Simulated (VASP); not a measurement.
## Rb: single point with PBE+D3(BJ)

Crystal: Rb.

```xyz
1
Lattice="0.0000 3.6399 3.6399 3.6399 0.0000 3.6399 3.6399 3.6399 0.0000" Properties=species:S:1:pos:R:3 pbc="T T T"
Rb    0.0000    0.0000    0.0000
```

* Program: VASP 6.6.1
* Task: single point
* Functional: PBE
* Dispersion: D3(BJ)
* Potentials or basis: VASP PAW PBE potentials, release 64 (Rb_sv)
* Cutoff: 520 eV
* k mesh: 2 × 2 × 2
* Occupations: gaussian, width 0.1 eV
* Spin: no spin polarisation
* Dipole correction: no
* Further INCAR settings: ALGO = Normal; EDIFF = 1e-06; NBANDS = 10

```
Pressure                   : -0.3 GPa
Dispersion energy per atom : -0.096 eV
```

Levels at points of the mesh, in eV from the Fermi level:
| k point | band 1 | band 2 | band 3 | band 4 | band 5 | band 6 | band 7 | band 8 | band 9 | band 10 |
| --- | --- | --- | --- | --- | --- | --- | --- | --- | --- | --- |
| (0.00, 0.00, 0.00) | -29.04 | -13.09 | -13.09 | -13.09 | -2.03 | 3.36 | 3.36 | 3.36 | 4.67 | 4.67 |
| (0.50, 0.00, 0.00) | -29.03 | -13.16 | -13.10 | -13.10 | -0.05 | 0.54 | 3.19 | 3.19 | 5.17 | 5.53 |
| (0.50, 0.50, 0.00) | -29.03 | -13.16 | -13.11 | -13.11 | 0.60 | 1.14 | 1.63 | 4.15 | 4.15 | 4.49 |

Run time: 10 s on 1 thread of Intel Xeon 8259CL (shared host), peak memory 0.22 GiB.

Caveat: the k points lie up to 0.75 Å⁻¹ apart; pairwise dispersion overbinds metals, which lowers pressure and volume.
